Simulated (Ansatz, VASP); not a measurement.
# SnO: VASP beside Ansatz

```xyz
4
Lattice="3.8300 0.0000 0.0000 0.0000 3.8300 0.0000 0.0000 0.0000 4.8808" Properties=species:S:1:pos:R:3 pbc="T T T"
Sn    1.9150    0.0000    1.1563
Sn    0.0000    1.9150    3.7245
O     0.0000    0.0000    0.0000
O     1.9150    1.9150    0.0000
```

Alike in both runs: task single point; functional pbe exchange, lda correlation; k mesh 5 × 5 × 4; no spin polarisation.

|  | VASP | Ansatz |
| --- | --- | --- |
| version | VASP 6.6.1 | Ansatz 0.2.0 |
| potentials or method | VASP PAW PBE potentials, release 64 (Sn_d, O), cutoff 600 eV | plane waves, PAW |
| occupations | gaussian, width 0.01 eV | fixed |
| valence electrons in the cell | 40 | 40 |

|  | VASP | Ansatz | Ansatz less VASP |
| --- | --- | --- | --- |
| pressure (GPa) | 9.7 | 9.5 | -0.13 |
| traceless stress, the component that is largest in VASP (GPa) | -1.16 | -1.20 | -0.039 |

VASP's potentials were made for PBE, not for pbe exchange, lda correlation.
